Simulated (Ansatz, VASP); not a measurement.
# Be5ZnSe6 in VASP and in Ansatz

The input INCAR:

```
SYSTEM = Be5ZnSe6
  PREC = Accurate
  ENCUT = 520
  EDIFF = 1E-7
  ISMEAR = 0
  SIGMA = 0.1
  LREAL = .FALSE.
  LASPH = .TRUE.
  NELM = 60
  ALGO = Normal
  ISIF = 2
  LWAVE = .FALSE.
  LCHARG = .FALSE.
  GGA = PE
  NBANDS = 41
```

The input KPOINTS:

```
regular mesh
0
G
  6 6 1
  0 0 0
```

The input POSCAR:

```
Be5ZnSe6
1.0
    3.7236691000      0.0000000000      0.0000000000
   -1.8618346000      3.2247921000      0.0000000000
    0.0000000000      0.0000000000     18.3308759000
Be Zn Se
5 1 6
Direct
    0.3333333000      0.6666667000      0.0044610000
    0.6666667000      0.3333333000      0.8426150000
    0.3333333000      0.6666667000      0.4907930000
    0.6666667000      0.3333333000      0.3285970000
    0.0000000000      0.0000000000      0.1665350000
    0.0000000000      0.0000000000      0.6642040000
    0.3333333000      0.6666667000      0.8822180000
    0.6666667000      0.3333333000      0.7210320000
    0.0000000000      0.0000000000      0.5302940000
    0.3333333000      0.6666667000      0.3684960000
    0.6666667000      0.3333333000      0.2064110000
    0.0000000000      0.0000000000      0.0443440000
```

Input for Ansatz:

```yaml
crystal:
  lattice:
    - [3.7236691, 0.0, 0.0]
    - [-1.8618346, 3.2247921, 0.0]
    - [0.0, 0.0, 18.3308759]
  atoms:
    - { symbol: Be, position: [0.3333333, 0.6666667, 0.004461] }
    - { symbol: Be, position: [0.6666667, 0.3333333, 0.842615] }
    - { symbol: Be, position: [0.3333333, 0.6666667, 0.490793] }
    - { symbol: Be, position: [0.6666667, 0.3333333, 0.328597] }
    - { symbol: Be, position: [0.0, 0.0, 0.166535] }
    - { symbol: Zn, position: [0.0, 0.0, 0.664204] }
    - { symbol: Se, position: [0.3333333, 0.6666667, 0.882218] }
    - { symbol: Se, position: [0.6666667, 0.3333333, 0.721032] }
    - { symbol: Se, position: [0.0, 0.0, 0.530294] }
    - { symbol: Se, position: [0.3333333, 0.6666667, 0.368496] }
    - { symbol: Se, position: [0.6666667, 0.3333333, 0.206411] }
    - { symbol: Se, position: [0.0, 0.0, 0.044344] }
basis:
  ecutwfc: 420
kpoints:
  mp_grid: { grid: [6, 6, 1] }
hamiltonian:
  xc: pbe
scf:
  occupations: { method: gaussian, width: 0.1 }
  lower_state_search: "off"
output:
  forces: true
  stress: true
  eigenvalues: true
```

Alike in both runs: task single point; functional PBE; k mesh 6 × 6 × 1; occupations gaussian, width 0.1 eV; no spin polarisation.

```csv
,VASP,Ansatz
version,VASP 6.6.1,Ansatz 0.2.0
potentials or method,"VASP PAW PBE potentials, release 64 (Be, Zn, Se), cutoff 520 eV","scalar-relativistic, plane waves, PAW"
valence electrons in the cell,58,118
```

```tsv
	VASP	Ansatz	Ansatz less VASP
gap on the k mesh at the Fermi level (eV)	2.11	2.13	+0.013
least direct gap on the mesh (eV)	2.81	2.81	0.000
pressure (GPa)	0.2	0.0	-0.19
traceless stress, the component that is largest in VASP (GPa)	-0.10	-0.10	-0.005
rms of the force components (eV/Å)	0.005	0.002	-0.0030
```

Atom by atom the forces differ by 0.004 eV/Å (rms over components). The functional is the same, so the differences come from potentials, cutoffs and numerics. VASP's potentials hold 58 valence electrons a cell and Ansatz's 118, so a difference there can come from the potentials and not from the codes.
